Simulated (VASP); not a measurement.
# ZrC (Fm-3m) in VASP: single point with PBE

Aim: the single point of ZrC with PBE.

All numbers are computed with VASP 6.6.1; they aren't measurements. Logs are shortened: lines on timing, memory, paths and dates and some standing lists are left out, and cuts for length are marked.

## 1. The cell of the first run

Symmetry: Fm-3m, No. 225, cubic system. Conventional cell: a = 4.709 Å, b = 4.709 Å, c = 4.709 Å, α = 90.00°, β = 90.00°, γ = 90.00°. Within 3.1 Å of Zr (site symmetry m-3m) lie 6 C at 2.35 Å. C (site symmetry m-3m) has 6 Zr at 2.35 Å within 3.1 Å.

## 2. Single point, PBE (13.05 Å³/atom)

INCAR reads:

```
SYSTEM = ZrC
ALGO = Normal
EDIFF = 1E-6
ENCUT = 520
GGA = PE
ISIF = 2
ISMEAR = 0
LASPH = .TRUE.
LCHARG = .FALSE.
LREAL = .FALSE.
LWAVE = .FALSE.
NBANDS = 15
NELM = 60
PREC = Accurate
SIGMA = 0.05
```

KPOINTS reads:

```
k-points
0
G
  8 8 8
  0 0 0
```

POSCAR reads:

```
ZrC
1.0
    0.0000000000      2.3543046662      2.3543046662
    2.3543046662      0.0000000000      2.3543046662
    2.3543046662      2.3543046662      0.0000000000
Zr C
1 1
Direct
    0.5000000000      0.5000000000      0.5000000000
    0.0000000000      0.0000000000      0.0000000000
```

Potentials or basis: VASP PAW PBE potentials, release 64 (Zr_sv, C).

On the command line:

```bash
> cat potpaw_PBE.64/Zr_sv/POTCAR potpaw_PBE.64/C/POTCAR > POTCAR
> mpirun -np 1 vasp_std > vasp.out
```

OUTCAR:

```text
SYSTEM = ZrC
   EDIFF = 1E-6
   ENCUT = 520
   GGA = PE
   ISIF = 2
   ISMEAR = 0
   LASPH = .TRUE.
   LREAL = .FALSE.
   NELM = 60
   PREC = Accurate

 ion  position               nearest neighbor table
   1  0.500  0.500  0.500-   2 2.35   2 2.35   2 2.35   2 2.35   2 2.35   2 2.35
   2  0.000  0.000  0.000-   1 2.35   1 2.35   1 2.35   1 2.35   1 2.35   1 2.35

  LATTYP: Found a face centered cubic cell.
 ALAT       =     4.7086093324

  Lattice vectors:

 A1 = (   0.0000000000,   2.3543046662,   2.3543046662)
 A2 = (   2.3543046662,   0.0000000000,   2.3543046662)
 A3 = (   2.3543046662,   2.3543046662,   0.0000000000)

Analysis of symmetry for initial positions (statically):
=====================================================================
 Subroutine PRICEL returns:
 Original cell was already a primitive cell.

 Routine SETGRP: Setting up the symmetry group for a
 face centered cubic supercell.

 Subroutine GETGRP returns: Found 48 space group operations
 (whereof 48 operations were pure point group operations)
 out of a pool of 48 trial point group operations.

The static configuration has the point symmetry O_h .

Analysis of symmetry for dynamics (positions and initial velocities):
=====================================================================
 Subroutine PRICEL returns:
 Original cell was already a primitive cell.

 Routine SETGRP: Setting up the symmetry group for a
 face centered cubic supercell.

 Subroutine GETGRP returns: Found 48 space group operations
 (whereof 48 operations were pure point group operations)
 out of a pool of 48 trial point group operations.

The dynamic configuration has the point symmetry O_h .

 Subroutine INISYM returns: Found 48 space group operations
 (whereof 48 operations are pure point group operations),
 and found     1 'primitive' translations

----------------------------------------------------------------------------------------

                                     Primitive cell

  volume of cell :      26.0986

  direct lattice vectors                    reciprocal lattice vectors
     0.000000000  2.354304666  2.354304666    -0.212376931  0.212376931  0.212376931
     2.354304666  0.000000000  2.354304666     0.212376931 -0.212376931  0.212376931
     2.354304666  2.354304666  0.000000000     0.212376931  0.212376931 -0.212376931

  length of vectors
     3.329489589  3.329489589  3.329489589     0.367847635  0.367847635  0.367847635

  position of ions in fractional coordinates (direct lattice)
[... 85 lines left out ...]
   ISIF   =      2    stress and relaxation
   ISYM   =      2    0-nonsym 1-usesym 2-fastsym
   POTIM  = 0.5000    time-step for ionic-motion
   TEBEG  =    0.0;   TEEND  =   0.0 temperature during run
   PSTRESS=    0.0 pullay stress
   NELECT =      16.0000    total number of electrons
   NUPDOWN=      -1.0000    fix difference up-down
   EMIN   =  10.00;   EMAX   =-10.00  energy-range for DOS
   EFERMI =   0.00;   METHOD = LEGACY
   ISMEAR =     0;   SIGMA  =   0.05  broadening in eV -4-tet -1-fermi 0-gaus
   EFERMI_NEDOS =   21; number of points for ismear=-14 and -15
   IALGO  =     38    algorithm
   IMIX   =      4    mixing-type and parameters
     AMIX     =   0.40;   BMIX     =  1.00
     AMIX_MAG =   1.60;   BMIX_MAG =  1.00
  volume/ion in A,a.u.               =      13.05        88.06
  Fermi-wavevector in a.u.,A,eV,Ry     =   1.390728  2.628095 26.315355  1.934124
  Thomas-Fermi vector in A             =   2.514635
   LORBIT       =      0    0 simple, 1 ext, 2 COOP (PROOUT), +10 PAW based schemes
   GGA     = PE    functional components
   LHFCALC =     F    Hartree Fock is set to
   AEXX    =    0.0000 exact exchange contribution
   IVDW    =     0    specifies the selected vdW correction
   LEPSILON=     F    determine dielectric tensor
   LRPA    =     F    only Hartree local field effects (RPA)
 non-spin polarized calculation
 Gauss-broadening in eV      SIGMA  =   0.05
  energy-cutoff  :      520.00
  volume of cell :       26.10
 maximum number of plane-waves:       725
 NGX is ok and might be reduce to    28
   NGX = 13   NGY = 13   NGZ = 13

 number of electron      16.0000000 magnetization

 Free energy of the ion-electron system (eV)
  ---------------------------------------------------
  ext. energy  EPLUGINS =         0.00000000
  ---------------------------------------------------
  free energy    TOTEN  =       -19.45928613 eV

  energy without entropy =      -19.45861091  energy(sigma->0) =      -19.45894852

 E-fermi :   9.4999     XC(G=0): -12.1072

 val. band max:        9.4997170473   @ k =   0.1250   0.1250   0.0000
 cond. band min:       9.6084306801   @ k =   0.5000   0.5000   0.0000
 fundamental gap:      0.1087136329
 Fermi energy:         9.4998579800

 k-point     1 :       0.0000    0.0000    0.0000
  band No.  band energies     occupation
      1     -38.5727      2.00000
      2     -16.2866      2.00000
      3     -16.2866      2.00000
      4     -16.2866      2.00000
      5      -1.7337      2.00000
      6      10.4885      0.00000
      7      10.4885      0.00000
      8      10.4885      0.00000
      9      10.6450      0.00000
     10      10.6450      0.00000
     11      10.6450      0.00000
     12      12.3501      0.00000
     13      12.3501      0.00000
     14      16.8031      0.00000
[... 401 lines left out ...]
      2     -16.9947      2.00000
      3     -16.5805      2.00000
      4     -16.4370      2.00000
      5       0.6580      2.00000
      6       5.3111      2.00000
      7       7.0409      2.00000
      8       7.1659      2.00000
      9      12.9166      0.00000
     10      13.3403      0.00000
     11      14.7839      0.00000
     12      17.5247      0.00000
     13      18.2767      0.00000
     14      19.7697      0.00000
     15      23.1575      0.00000

 [... further k-points ...]
[... 5 lines left out ...]
  --------------------------------------------------------------------------------------
  -------------------------------------------------------------------------------------
  Total        0.0410570      0.0410570      0.0410570      0.0000000      0.0000000     -0.0000000
  in kB        2.5204609      2.5204609      2.5204609      0.0000000      0.0000000     -0.0000000
  external PRESSURE =       2.5204609 kB  Pullay stress =       0.0000000 kB

 VOLUME and BASIS-vectors are now :
 -----------------------------------------------------------------------------
  energy-cutoff  :      520.00
  volume of cell :       26.10
      direct lattice vectors                 reciprocal lattice vectors
     0.000000000  2.354304666  2.354304666    -0.212376931  0.212376931  0.212376931
     2.354304666  0.000000000  2.354304666     0.212376931 -0.212376931  0.212376931
     2.354304666  2.354304666  0.000000000     0.212376931  0.212376931 -0.212376931

 POSITION                                       TOTAL-FORCE (eV/Angst)
 -----------------------------------------------------------------------------------
      2.35430      2.35430      2.35430        -0.000000      0.000000     -0.000000
      0.00000      0.00000      0.00000         0.000000     -0.000000      0.000000
 -----------------------------------------------------------------------------------
    total drift:                                0.000000      0.000000      0.000000

  FREE ENERGIE OF THE ION-ELECTRON SYSTEM (eV)
  ---------------------------------------------------
  free  energy   TOTEN  =       -19.4592861273 eV

  energy  without entropy=      -19.4586109111  energy(sigma->0) =      -19.45894852
```

Run time: 26 s. Hardware: 1 thread of Intel Xeon 8259CL, shared host; peak memory 0.16 GiB.

What came out:

| Item | Value |
| --- | --- |
| Free energy | -19.4593 eV |
| Pressure | 0.3 GPa |
| Band gap on the k mesh | zero (bands 8 and 9 overlap by 1.31 eV) |

The gap in the log of VASP goes by the Fermi energy; the results here count the filled bands.